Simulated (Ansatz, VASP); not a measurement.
## MgSi4N: VASP beside Ansatz

```
CELL_PARAMETERS angstrom
2.15410 -5.11565 0.00000
2.15410 5.11565 0.00000
0.00000 0.00000 4.52715
ATOMIC_POSITIONS crystal
Mg 0.00000 0.00000 0.50000
Si 0.12696 0.87304 0.00000
Si 0.87304 0.12696 0.00000
Si 0.00000 0.50000 0.50000
Si 0.50000 0.00000 0.50000
N 0.50000 0.50000 0.00000
```

Change from the starting cell: species swapped into the TmAlNi4 type (Cmmm, No. 65).

Alike in both runs: functional PBE; k mesh 10 × 10 × 8; occupations gaussian, width 0.1 eV; no spin polarisation.

Ansatz relaxed the structure, and its values are those at the end. VASP's run is a single point on that final structure, the one shown.

```csv
,VASP,Ansatz
version,VASP 6.6.1,Ansatz 0.2.0
potentials or method,"VASP PAW PBE potentials, release 64 (Mg, Si, N), cutoff 520 eV","scalar-relativistic, plane waves, PAW"
valence electrons in the cell,23,31
```

```csv
,VASP,Ansatz,Ansatz less VASP
gap on the k mesh at the Fermi level (eV),none,none,-
pressure (GPa),-0.1,0.0,+0.10
```

A gap of «none» marks a metal or a gap that the smearing closes. VASP's potentials hold 23 valence electrons a cell and Ansatz's 31, so a difference there can come from the potentials and not from the codes.
